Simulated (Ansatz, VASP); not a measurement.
One calculation of Cr, two programs

The input INCAR:

```
PREC = Accurate
ENCUT = 520
EDIFF = 1E-7
ISMEAR = -1
SIGMA = 0.08
LREAL = F
LASPH = T
NELM = 60
ALGO = Normal
ISIF = 2
LWAVE = F
LCHARG = F
GGA = PE
NBANDS = 12
```

KPOINTS

```
regular mesh
0
Gamma
  21 21 21
```

The input POSCAR:

```
Cr
1.0
   -1.2337361836      1.2337361836      1.2337361836
    1.2337361836     -1.2337361836      1.2337361836
    1.2337361836      1.2337361836     -1.2337361836
Cr
1
Direct
    0.0000000000      0.0000000000      0.0000000000
```

Input for Ansatz:

```yaml
crystal:
  lattice:
    - [-1.2337361836, 1.2337361836, 1.2337361836]
    - [1.2337361836, -1.2337361836, 1.2337361836]
    - [1.2337361836, 1.2337361836, -1.2337361836]
  atoms:
    - { symbol: Cr, position: [0.0, 0.0, 0.0] }
kpoints:
  mp_grid: { grid: [21, 21, 21] }
scf:
  occupations: { method: fermi_dirac, width: 0.08 }
hamiltonian:
  xc: pbe
  pseudopotentials: { kind: all_electron, lapw: { basis_error: 0.001 } }
output:
  forces: true
  stress: true
  eigenvalues: true
  populations: true
```

Change from the starting cell: volume scaled by 0.65, LAPW.

Alike in both runs: task single point; functional PBE; k mesh 21 × 21 × 21; occupations fermi-dirac, width 0.08 eV; no spin polarisation.

|  | VASP | Ansatz |
| --- | --- | --- |
| version | VASP 6.6.1 | Ansatz 0.2.0 |
| potentials or method | VASP PAW PBE potentials, release 64 (Cr_pv), cutoff 520 eV | all-electron LAPW, scalar-relativistic |

```tsv
	VASP	Ansatz	Ansatz less VASP
pressure (GPa)	270.3	265.6	-4.67
```

Both programs put the cell under a high pressure, so it lies far from rest at this level. Ansatz ran all-electron here, and VASP with PAW potentials.

Noted on VASP's run: the cell as given lies far from equilibrium.
